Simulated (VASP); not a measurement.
B: relaxation of cell and atoms with PBE

B:

```
B
1.0
     1.20266   -3.81508    0.00000
     1.20266    3.81508    0.00000
     0.00000    0.00000    3.18287
B
4
Direct
  0.09800 0.90200 0.91000
  0.59800 0.40200 0.59000
  0.90200 0.09800 0.09000
  0.40200 0.59800 0.41000
```

| Item | Value |
| --- | --- |
| Program | VASP 6.6.1 |
| Task | relaxation of cell and atoms |
| Functional | PBE |
| Potentials or basis | VASP PAW PBE potentials, release 64 (B) |
| Cutoff | 600 eV |
| k mesh | 8 × 8 × 6 |
| Occupations | gaussian, width 0.1 eV |
| Spin | no spin polarisation |
| Dipole correction | no |
| Further INCAR settings | ALGO = Normal; EDIFF = 1e-07; IBRION = 2; EDIFFG = -0.04; NSW = 90; ISIF = 3 |

```yaml
Relaxed_volume: 6.38 Å³/atom
Relaxed_cell: a = 3.041 Å, b = 3.041 Å, c = 3.262 Å, α = 90.00°, β = 90.00°, γ = 122.21°
Space_group_after_relaxing_to_0.1_Å: Cmce (No. 64)
Energy_gained_by_relaxing: 1470.9 meV/atom
Ionic_steps: 26
Pressure_after_relaxing: 0.2 GPa
Largest_force_after_relaxing: 0.027 eV/Å
Band_gap_on_the_k_mesh: zero (bands 6 and 7 overlap by 0.99 eV)
```

Forces in eV/Å, atoms in the order of the input:
```
B    0.000 -0.009  0.025
B    0.000 -0.009 -0.025
B    0.000  0.009 -0.025
B    0.000  0.009  0.025
```

Stress tensor (GPa, compression positive):
```
 0.29  0.00  0.00
 0.00 -0.03  0.00
 0.00  0.00  0.29
```

Step by step:
```tsv
step	energy change (eV)	largest force (eV/Å)	pressure (GPa)	volume (Å³)
1	0.0000	2.4718	43.41	29.21
2	-0.1791	1.4869	-26.32	38.36
3	-0.8042	0.5760	-3.35	33.49
4	-0.8048	0.5696	-2.62	33.39
5	-0.9649	0.5667	-2.74	33.20
6	-1.7575	1.0189	-4.36	32.46
7	-3.5669	0.7206	-11.50	30.28
8	-3.6474	0.9670	-11.33	29.68
9	-3.6301	0.8211	-11.60	29.91
10	-3.6565	0.8762	-11.80	29.85
11	-3.7221	1.0734	-12.20	29.64
12	-3.7873	1.5786	-11.85	29.19
13	-3.8736	1.6162	-11.62	29.08
14	-4.1243	1.7386	-10.86	28.75
15	-4.5689	1.8606	-8.72	28.08
16	-5.1180	1.9315	-1.49	26.65
17	-4.3260	1.5207	31.95	23.57
18	-5.1975	1.9290	4.08	25.94
19	-5.4409	1.5779	1.88	25.91
20	-5.8051	0.5465	-1.97	25.80
21	-5.8234	0.4963	-2.29	25.76
22	-5.8247	0.4560	-2.29	25.77
23	-5.8694	0.2318	-0.73	25.62
24	-5.8831	0.0543	0.74	25.48
25	-5.8831	0.0526	0.80	25.48
26	-5.8835	0.0266	0.18	25.53
```

Final structure:
```xyz
4
Lattice="1.4696 -2.6626 0.0000 1.4696 2.6626 0.0000 0.0000 0.0000 3.2625" Properties=species:S:1:pos:R:3 pbc="T T T"
B     1.4696    1.8313    2.9659
B     1.4696   -0.8313    1.9278
B     1.4696   -1.8313    0.2966
B     1.4696    0.8313    1.3347
```

Levels at points of the mesh, in eV from the Fermi level:
| k point | band 4 | band 5 | band 6 | band 7 | band 8 | band 9 |
| --- | --- | --- | --- | --- | --- | --- |
| (0.00, 0.00, 0.00) | -4.58 | -3.49 | 0.52 | 0.91 | 2.49 | 2.60 |
| (0.50, 0.00, 0.00) | -5.63 | -4.57 | -4.57 | 1.56 | 1.56 | 5.96 |
| (0.50, 0.50, 0.00) | -5.32 | -3.55 | -1.82 | -0.46 | 0.67 | 4.65 |
| (0.00, 0.00, 0.50) | -1.91 | -1.49 | -1.49 | 0.90 | 0.90 | 6.47 |
| (0.50, 0.00, 0.50) | -10.46 | -4.29 | -4.29 | 1.99 | 1.99 | 10.25 |
| (0.50, 0.50, 0.50) | -9.26 | -3.85 | -3.85 | 0.80 | 0.80 | 9.16 |

It took 8.4 min on 1 thread of Intel Xeon 8259CL (shared host), peak memory 0.19 GiB.

Caveat: a cell axis changed by over 15 % at a fixed basis, so the end point is rough.
